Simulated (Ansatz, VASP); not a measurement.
Two plane-wave programs on Sn

File INCAR:

```
ALGO = Fast
EDIFF = 1E-7
ENCUT = 520
GGA = PE
ISIF = 2
ISMEAR = 1
LASPH = True
LCHARG = False
LREAL = False
LWAVE = False
NBANDS = 21
NELM = 60
PREC = Accurate
SIGMA = 0.2
```

Contents of KPOINTS:

```
k-points
0
Gamma
  18 18 18
```

Contents of POSCAR:

```
Sn
1.0
   -2.9804213574      2.9804213574      1.5563644397
    2.9804213574     -2.9804213574      1.5563644397
    2.9804213574      2.9804213574     -1.5563644397
Sn
2
Direct
    0.7500000000      0.2500000000      0.5000000000
    0.0000000000      0.0000000000      0.0000000000
```

Input for Ansatz:

```yaml
crystal:
  lattice:
    - [-2.9804213574, 2.9804213574, 1.5563644397]
    - [2.9804213574, -2.9804213574, 1.5563644397]
    - [2.9804213574, 2.9804213574, -1.5563644397]
  atoms:
    - { symbol: Sn, position: [0.75, 0.25, 0.5] }
    - { symbol: Sn, position: [0.0, 0.0, 0.0] }
basis:
  ecutwfc: 420
kpoints:
  mp_grid: { grid: [18, 18, 18] }
hamiltonian:
  xc: pbe
scf:
  occupations: { method: methfessel_paxton, width: 0.2 }
output:
  forces: true
  stress: true
  eigenvalues: true
```

Alike in both runs: task single point; functional PBE; k mesh 18 × 18 × 18; occupations methfessel-paxton of order 1, width 0.2 eV; no spin polarisation.

```csv
,VASP,Ansatz
version,VASP 6.6.1,Ansatz 0.2.0
potentials or method,"VASP PAW PBE potentials, release 64 (Sn_d), cutoff 520 eV","scalar-relativistic, plane waves, PAW"
valence electrons in the cell,28,28
```

Ansatz gave:

```
gap on the k mesh at the Fermi level (eV)                     : none
pressure (GPa)                                                : 1.4
traceless stress, the component that is largest in VASP (GPa) : 1.40
```

What did VASP give for the same quantities?

gap on the k mesh at the Fermi level (eV): none; pressure (GPa): 1.4; traceless stress, the component that is largest in VASP (GPa): 1.39.

A gap of «none» marks a metal or a gap that the smearing closes. The functional is the same, so the differences come from potentials, cutoffs and numerics.
